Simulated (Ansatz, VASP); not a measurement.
# One calculation of MgO, two programs

File INCAR:

```
SYSTEM = MgO
PREC = Accurate
ENCUT = 520
EDIFF = 1E-7
ISMEAR = 0
SIGMA = 0.01
LREAL = .False.
LASPH = .True.
NELM = 60
ALGO = Normal
ISIF = 2
LWAVE = .False.
LCHARG = .False.
GGA = PE
NBANDS = 11
```

File KPOINTS:

```
Automatic mesh
0
Gamma
  8 8 8
  0 0 0
```

The input POSCAR:

```
MgO
1.0
    0.0000000000      2.0832907079      2.0832907079
    2.0832907079      0.0000000000      2.0832907079
    2.0832907079      2.0832907079      0.0000000000
Mg O
1 1
Direct
    0.0000000000      0.0000000000      0.0000000000
    0.5000000000      0.5000000000      0.5000000000
```

Input for Ansatz:

```yaml
crystal:
  lattice:
    - [0.0, 2.0832907079, 2.0832907079]
    - [2.0832907079, 0.0, 2.0832907079]
    - [2.0832907079, 2.0832907079, 0.0]
  atoms:
    - { symbol: Mg, position: [0.0, 0.0, 0.0] }
    - { symbol: O, position: [0.5, 0.5, 0.5] }
kpoints:
  mp_grid: { grid: [8, 8, 8] }
hamiltonian:
  xc: pbe
scf:
  occupations: { method: fixed }
  n_extra_bands: 4
output:
  forces: true
  stress: true
  eigenvalues: true
```

Alike in both runs: task single point; functional PBE; k mesh 8 × 8 × 8; no spin polarisation.

|  | VASP | Ansatz |
| --- | --- | --- |
| version | VASP 6.6.1 | Ansatz 0.2.0 |
| potentials or method | VASP PAW PBE potentials, release 64 (Mg, O) | plane waves, PAW |
| plane-wave cutoff (eV) | 520 | 420 |
| occupations | gaussian, width 0.01 eV | fixed |
| valence electrons in the cell | 8 | 16 |

```csv
,VASP,Ansatz,Ansatz less VASP
gap on the k mesh at the Fermi level (eV),5.05,5.07,+0.016
pressure (GPa),9.8,10.5,+0.71
```

VASP's potentials hold 8 valence electrons a cell and Ansatz's 16, so a difference there can come from the potentials and not from the codes.
